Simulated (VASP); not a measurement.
A run of VASP 6.6.1 is set up as follows.

The input INCAR:

```
PREC = Accurate
ENCUT = 520
EDIFF = 1E-6
ISMEAR = -1
SIGMA = 0.08
LREAL = False
LASPH = True
NELM = 60
ALGO = Normal
ISIF = 2
LWAVE = False
LCHARG = False
GGA = PE
NBANDS = 17
```

KPOINTS

```
regular mesh
0
Gamma
  11 11 6
```

Contents of POSCAR:

```
Ca
1.0
    3.9262091494      0.0000000000      0.0000000000
   -1.9631045747      3.4001968640      0.0000000000
    0.0000000000      0.0000000000      6.4318810898
Ca
2
Direct
    0.3333333333      0.6666666667      0.2500000000
    0.6666666667      0.3333333333      0.7500000000
```

Potentials or basis: VASP PAW PBE potentials, release 64 (Ca_sv).

Launch:

```bash
$ cat potpaw_PBE.64/Ca_sv/POTCAR > POTCAR
$ mpirun -np 1 vasp_std > vasp.out
```

Estimate the pressure.

-0.2 GPa.

Estimate the band gap on the k mesh.

zero (band 10 reaches 2.12 eV, above the bottom of band 11 at 1.71 eV).

Stress tensor (GPa, compression positive):
```
-0.22  0.00  0.00
 0.00 -0.22  0.00
 0.00  0.00 -0.10
```
